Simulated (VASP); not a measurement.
# BeTe (rocksalt type) (Fm-3m) in VASP: further runs, part 2 of 2

VASP 6.6.1. The steps go on from the part before.

**3. Single point, PBEsol (16.76 Å³/atom)**

This run uses another cell than the first one, of 16.76 Å³/atom.

Input file INCAR:

```
PREC     = Accurate       # precision mode
ENCUT    = 520            # plane-wave cutoff, eV
EDIFF    = 1E-6           # SCF threshold, eV
ISMEAR   = -1             # smearing method
SIGMA    = 0.08           # smearing width, eV
LREAL    = F              # projectors in reciprocal space
LASPH    = T              # aspherical terms in the spheres
NELM     = 60             # most SCF steps
ALGO     = Normal         # electronic algorithm
ISIF     = 2              # what is computed and relaxed
LWAVE    = F              # write WAVECAR
LCHARG   = T              # write CHGCAR
GGA      = PS             # functional
LELF     = T              # ELF
LVHAR    = T            
NBANDS   = 11             # bands
```

Input file KPOINTS:

```
regular mesh
0
Gamma
  15 15 15
```

Input file POSCAR:

```
BeTe
1.0
    0.0000000000      2.5592597008      2.5592597008
    2.5592597008      0.0000000000      2.5592597008
    2.5592597008      2.5592597008      0.0000000000
Be Te
1 1
Direct
    0.0000000000      0.0000000000      0.0000000000
    0.5000000000      0.5000000000      0.5000000000
```

Potentials or basis: VASP PAW PBE potentials, release 64 (Be, Te).

The run is started by

```bash
> cat potpaw_PBE.64/Be/POTCAR potpaw_PBE.64/Te/POTCAR > POTCAR
> mpirun -np 1 vasp_std > vasp.out
```

OUTCAR:

```text
PREC = Accurate
   ENCUT = 520
   EDIFF = 1E-6
   ISMEAR = -1
   LREAL = F
   LASPH = T
   NELM = 60
   ISIF = 2
   GGA = PS

 ion  position               nearest neighbor table
   1  0.000  0.000  0.000-   2 2.56   2 2.56   2 2.56   2 2.56   2 2.56   2 2.56
   2  0.500  0.500  0.500-   1 2.56   1 2.56   1 2.56   1 2.56   1 2.56   1 2.56

  LATTYP: Found a face centered cubic cell.
 ALAT       =     5.1185194016

  Lattice vectors:

 A1 = (   0.0000000000,   2.5592597008,   2.5592597008)
 A2 = (   2.5592597008,   0.0000000000,   2.5592597008)
 A3 = (   2.5592597008,   2.5592597008,   0.0000000000)

Analysis of symmetry for initial positions (statically):
=====================================================================
 Subroutine PRICEL returns:
 Original cell was already a primitive cell.

 Routine SETGRP: Setting up the symmetry group for a
 face centered cubic supercell.

 Subroutine GETGRP returns: Found 48 space group operations
 (whereof 48 operations were pure point group operations)
 out of a pool of 48 trial point group operations.

The static configuration has the point symmetry O_h .

[... 169 lines left out ...]
      2       8.7266      1.95159
      3       8.7266      1.95159
      4       8.7266      1.95159
      5      13.5072      0.00000
      6      15.7268      0.00000
      7      15.7268      0.00000
      8      15.7268      0.00000
      9      15.7818      0.00000
     10      15.7818      0.00000
     11      15.7818      0.00000
[... 309 lines left out ...]
 k-point    24 :       0.2000    0.1333    0.0000
  band No.  band energies     occupation
      1      -4.9432      2.00000
      2       6.5894      2.00000
      3       7.5943      2.00000
      4       8.0686      1.99999
      5      11.7399      0.00000
      6      13.9537      0.00000
      7      15.2761      0.00000
      8      15.8440      0.00000
      9      16.3382      0.00000
     10      18.0985      0.00000
     11      18.1059      0.00000

 [... further k-points ...]

------------------------ aborting loop because EDIFF is reached ----------------------------------------

  FORCE on cell =-STRESS in cart. coord.  units (eV):
  Direction    XX          YY          ZZ          XY          YZ          ZX
  --------------------------------------------------------------------------------------
  -------------------------------------------------------------------------------------
  Total        2.0647245      2.0647245      2.0647245     -0.0000000     -0.0000000     -0.0000000
  in kB       98.6732936     98.6732936     98.6732936     -0.0000000     -0.0000000     -0.0000000
  external PRESSURE =      98.6732936 kB  Pullay stress =       0.0000000 kB

 VOLUME and BASIS-vectors are now :
 -----------------------------------------------------------------------------
  energy-cutoff  :      520.00
  volume of cell :       33.53
      direct lattice vectors                 reciprocal lattice vectors
     0.000000000  2.559259701  2.559259701    -0.195368997  0.195368997  0.195368997
     2.559259701  0.000000000  2.559259701     0.195368997 -0.195368997  0.195368997
     2.559259701  2.559259701  0.000000000     0.195368997  0.195368997 -0.195368997

 POSITION                                       TOTAL-FORCE (eV/Angst)
 -----------------------------------------------------------------------------------
      0.00000      0.00000      0.00000        -0.000000     -0.000000      0.000000
      2.55926      2.55926      2.55926         0.000000      0.000000     -0.000000
 -----------------------------------------------------------------------------------
    total drift:                                0.000000      0.000000      0.000000

  FREE ENERGIE OF THE ION-ELECTRON SYSTEM (eV)
  ---------------------------------------------------
  free  energy   TOTEN  =        -7.2260213855 eV

  energy  without entropy=       -7.2148066955  energy(sigma->0) =       -7.22041404
```

OSZICAR:

```text
N       E                     dE             d eps       ncg     rms          rms(c)
DAV:   1     0.180818715027E+02    0.18082E+02   -0.34605E+03  2640   0.601E+02
DAV:   2    -0.618947028512E+01   -0.24271E+02   -0.23325E+02  3451   0.969E+01
DAV:   3    -0.724183430941E+01   -0.10524E+01   -0.10163E+01  3417   0.194E+01
DAV:   4    -0.725119932868E+01   -0.93650E-02   -0.93593E-02  3123   0.211E+00
DAV:   5    -0.725130689664E+01   -0.10757E-03   -0.10757E-03  3319   0.246E-01    0.675E+00
DAV:   6    -0.723309425498E+01    0.18213E-01   -0.11467E-02  3025   0.447E-01    0.406E+00
DAV:   7    -0.722619665484E+01    0.68976E-02   -0.10693E-02  3027   0.475E-01    0.201E-01
DAV:   8    -0.722601854914E+01    0.17811E-03   -0.98902E-04  2964   0.172E-01    0.527E-02
DAV:   9    -0.722602199733E+01   -0.34482E-05   -0.34610E-05  3257   0.391E-02    0.179E-02
DAV:  10    -0.722602138549E+01    0.61184E-06   -0.18293E-06  2953   0.676E-03
   1 F= -.72260214E+01 E0= -.72204140E+01  d E =-.112147E-01
```

It took 20 s on 1 thread of AMD EPYC 9R45 (Zen 5), shared host; peak memory 0.16 GiB.

What came out:

* Free energy: -7.2260 eV
* Pressure: 9.9 GPa
* Band gap on the k mesh: zero (bands 4 and 5 overlap by 1.24 eV)

Levels at points of the mesh, in eV from the Fermi level:
```
           k point  band 1  band 2  band 3  band 4  band 5  band 6  band 7  band 8  band 9
(0.00, 0.00, 0.00)  -14.55   -0.30   -0.30   -0.30    4.48    6.70    6.70    6.70    6.76
```

Caveat: the cell stands under pressure; the PAW data sets were made with another functional, which shifts forces and pressure a little; spin-orbit coupling is left out, which moves the levels of the heavy elements.

**4. Single point, PBEsol**

This run uses another cell than the first one, of 18.63 Å³/atom.

Input file INCAR:

```
SYSTEM = BeTe
PREC = Accurate ; ENCUT = 520
EDIFF = 1E-6 ; ISMEAR = -1
SIGMA = 0.08 ; LREAL = .False.
LASPH = .True. ; NELM = 100
ALGO = Normal ; ISIF = 2
LWAVE = .False. ; LCHARG = .True.
GGA = PS ; LELF = .True.
LVHAR = .True. ; NBANDS = 11
```

Input file KPOINTS:

```
Automatic mesh
0
Gamma
  15 15 15
  0 0 0
```

Input file POSCAR:

```
BeTe
1.0
    0.0000000000      2.6507383111      2.6507383111
    2.6507383111      0.0000000000      2.6507383111
    2.6507383111      2.6507383111      0.0000000000
Be Te
1 1
Direct
    0.0000000000      0.0000000000      0.0000000000
    0.5000000000      0.5000000000      0.5000000000
```

Potentials or basis: VASP PAW PBE potentials, release 64 (Be, Te).

The run is started by

```bash
> cat potpaw_PBE.64/Be/POTCAR potpaw_PBE.64/Te/POTCAR > POTCAR
> mpirun -np 1 vasp_std > vasp.out
```

OUTCAR:

```text
SYSTEM = BeTe
   PREC = Accurate
   ENCUT = 520
   EDIFF = 1E-6
   ISMEAR = -1
   LREAL = .False.
   LASPH = .True.
   NELM = 100
   ISIF = 2
   GGA = PS

 ion  position               nearest neighbor table
   1  0.000  0.000  0.000-   2 2.65   2 2.65   2 2.65   2 2.65   2 2.65   2 2.65
   2  0.500  0.500  0.500-   1 2.65   1 2.65   1 2.65   1 2.65   1 2.65   1 2.65

  LATTYP: Found a face centered cubic cell.
 ALAT       =     5.3014766222

  Lattice vectors:

 A1 = (   0.0000000000,   2.6507383111,   2.6507383111)
 A2 = (   2.6507383111,   0.0000000000,   2.6507383111)
 A3 = (   2.6507383111,   2.6507383111,   0.0000000000)

Analysis of symmetry for initial positions (statically):
=====================================================================
 Subroutine PRICEL returns:
 Original cell was already a primitive cell.

 Routine SETGRP: Setting up the symmetry group for a
 face centered cubic supercell.

 Subroutine GETGRP returns: Found 48 space group operations
 (whereof 48 operations were pure point group operations)
 out of a pool of 48 trial point group operations.

The static configuration has the point symmetry O_h .

[... 171 lines left out ...]
      4       7.3244      1.91262
      5      10.9573      0.00000
      6      13.9738      0.00000
      7      13.9738      0.00000
      8      13.9738      0.00000
      9      14.3922      0.00000
     10      14.3922      0.00000
     11      14.3922      0.00000
[... 309 lines left out ...]
 k-point    24 :       0.2000    0.1333    0.0000
  band No.  band energies     occupation
      1      -5.5416      2.00000
      2       5.2694      2.00000
      3       6.3572      2.00000
      4       6.6835      1.99997
      5      10.3928      0.00000
      6      12.6881      0.00000
      7      12.9984      0.00000
      8      14.0645      0.00000
      9      14.4216      0.00000
     10      16.4645      0.00000
     11      16.5131      0.00000

 [... further k-points ...]

------------------------ aborting loop because EDIFF is reached ----------------------------------------

  FORCE on cell =-STRESS in cart. coord.  units (eV):
  Direction    XX          YY          ZZ          XY          YZ          ZX
  --------------------------------------------------------------------------------------
  -------------------------------------------------------------------------------------
  Total        0.0574547      0.0574547      0.0574547     -0.0000000      0.0000000     -0.0000000
  in kB        2.4711868      2.4711868      2.4711868     -0.0000000      0.0000000     -0.0000000
  external PRESSURE =       2.4711868 kB  Pullay stress =       0.0000000 kB

 VOLUME and BASIS-vectors are now :
 -----------------------------------------------------------------------------
  energy-cutoff  :      520.00
  volume of cell :       37.25
      direct lattice vectors                 reciprocal lattice vectors
     0.000000000  2.650738311  2.650738311    -0.188626692  0.188626692  0.188626692
     2.650738311  0.000000000  2.650738311     0.188626692 -0.188626692  0.188626692
     2.650738311  2.650738311  0.000000000     0.188626692  0.188626692 -0.188626692

 POSITION                                       TOTAL-FORCE (eV/Angst)
 -----------------------------------------------------------------------------------
      0.00000      0.00000      0.00000        -0.000000      0.000000     -0.000000
      2.65074      2.65074      2.65074         0.000000     -0.000000      0.000000
 -----------------------------------------------------------------------------------
    total drift:                                0.000000      0.000000      0.000000

  FREE ENERGIE OF THE ION-ELECTRON SYSTEM (eV)
  ---------------------------------------------------
  free  energy   TOTEN  =        -7.3340824349 eV

  energy  without entropy=       -7.3218405779  energy(sigma->0) =       -7.32796151
```

OSZICAR:

```text
N       E                     dE             d eps       ncg     rms          rms(c)
DAV:   1     0.175289122197E+02    0.17529E+02   -0.33764E+03  2640   0.596E+02
DAV:   2    -0.628169981022E+01   -0.23811E+02   -0.22997E+02  3441   0.927E+01
DAV:   3    -0.733122439594E+01   -0.10495E+01   -0.10211E+01  3379   0.194E+01
DAV:   4    -0.734094421803E+01   -0.97198E-02   -0.97053E-02  3169   0.215E+00
DAV:   5    -0.734106717023E+01   -0.12295E-03   -0.12295E-03  3257   0.252E-01    0.560E+00
DAV:   6    -0.733626906500E+01    0.47981E-02   -0.81719E-04  3052   0.195E-01    0.341E+00
DAV:   7    -0.733406019519E+01    0.22089E-02   -0.18737E-03  2931   0.311E-01    0.571E-02
DAV:   8    -0.733407905707E+01   -0.18862E-04   -0.38682E-05  3191   0.389E-02    0.253E-02
DAV:   9    -0.733408255264E+01   -0.34956E-05   -0.46595E-06  3051   0.148E-02    0.921E-03
DAV:  10    -0.733408243493E+01    0.11770E-06   -0.42446E-07  1776   0.317E-03
   1 F= -.73340824E+01 E0= -.73279615E+01  d E =-.122419E-01
```

stdout:

```text
POSCAR found type information on POSCAR BeTe
 POSCAR found :  2 types and       2 ions
 scaLAPACK will be used
 -----------------------------------------------------------------------------
|                                                                             |
|                                                                             |
|     You enforced a specific xc type in the INCAR file but a different       |
|     I HOPE YOU KNOW WHAT YOU ARE DOING!                                     |
|                                                                             |
 -----------------------------------------------------------------------------

 LDA part: xc-table for (Slater+PW92), standard interpolation
 POSCAR, INCAR and KPOINTS ok, starting setup
 FFT: planning ... GRIDC
 FFT: planning ... GRID_SOFT
 FFT: planning ... GRID
 WAVECAR not read
 entering main loop
```

Run time: 20 s. Hardware: 1 thread of AMD EPYC 9R45 (Zen 5), shared host; peak memory 0.16 GiB.

Results:

```yaml
Free_energy: -7.3341 eV
Pressure: 0.2 GPa
Band_gap_on_the_k_mesh: zero (bands 4 and 5 overlap by 1.16 eV)
```

Levels at points of the mesh, in eV from the Fermi level:
| k point | band 1 | band 2 | band 3 | band 4 | band 5 | band 6 | band 7 | band 8 | band 9 |
| --- | --- | --- | --- | --- | --- | --- | --- | --- | --- |
| (0.00, 0.00, 0.00) | -13.63 | -0.25 | -0.25 | -0.25 | 3.39 | 6.40 | 6.40 | 6.40 | 6.82 |

Caveat: the PAW data sets were made with another functional, which shifts forces and pressure a little; spin-orbit coupling is left out, which moves the levels of the heavy elements.

**5. Single point, PBEsol**

This run uses another cell than the first one, of 18.63 Å³/atom.

Input file INCAR:

```
SYSTEM = BeTe
PREC = Accurate
ENCUT = 520
EDIFF = 1E-7
ISMEAR = 1
SIGMA = 0.01
LREAL = .FALSE.
LASPH = .TRUE.
NELM = 100
ALGO = Normal
ISIF = 2
LWAVE = .FALSE.
LCHARG = .FALSE.
GGA = PS
NBANDS = 11
```

Input file KPOINTS:

```
Automatic mesh
0
G
  15 15 15
  0 0 0
```

POSCAR is that of step 4.

The run is started by

```bash
> cat potpaw_PBE.64/Be/POTCAR potpaw_PBE.64/Te/POTCAR > POTCAR
> mpirun -np 1 vasp_std > vasp.out
```

Wall time 20 s (1 thread of AMD EPYC 9R45 (Zen 5), shared host); peak memory 0.16 GiB.

Results (log left out):

- Free energy: -7.3287 eV
- Pressure: 0.2 GPa
- Band gap on the k mesh: zero (bands 4 and 5 overlap by 1.16 eV)

Levels at points of the mesh, in eV from the Fermi level:
| k point | band 1 | band 2 | band 3 | band 4 | band 5 | band 6 | band 7 | band 8 |
| --- | --- | --- | --- | --- | --- | --- | --- | --- |
| (0.00, 0.00, 0.00) | -13.61 | -0.23 | -0.23 | -0.23 | 3.40 | 6.42 | 6.42 | 6.42 |

Caveat: the PAW data sets were made with another functional, which shifts forces and pressure a little; spin-orbit coupling is left out, which moves the levels of the heavy elements.

**6. Overview**

```csv
cell,smearing,gap on the mesh (eV),pressure (GPa)
"a = 3.480 Å, angles 60.0°, 2 atoms",fermi-dirac 0.08 eV,none,26.1
"a = 3.619 Å, angles 60.0°, 2 atoms",fermi-dirac 0.08 eV,none,9.9
"a = 3.749 Å, angles 60.0°, 2 atoms",fermi-dirac 0.08 eV,none,0.2
"a = 3.749 Å, angles 60.0°, 2 atoms",methfessel-paxton 0.01 eV,none,0.2
```

Alike in all rows: task single point; level PBEsol; potentials or basis VASP PAW PBE potentials, release 64 (Be, Te); no spin polarisation; k mesh 15 × 15 × 15; cutoff (eV) 520.

Caveats: the PAW data sets were made with another functional, which shifts forces and pressure a little; spin-orbit coupling is left out, which moves the levels of the heavy elements; the cell stands under pressure (at least some runs).

Absolute energies hang on the potentials; compare differences alone.
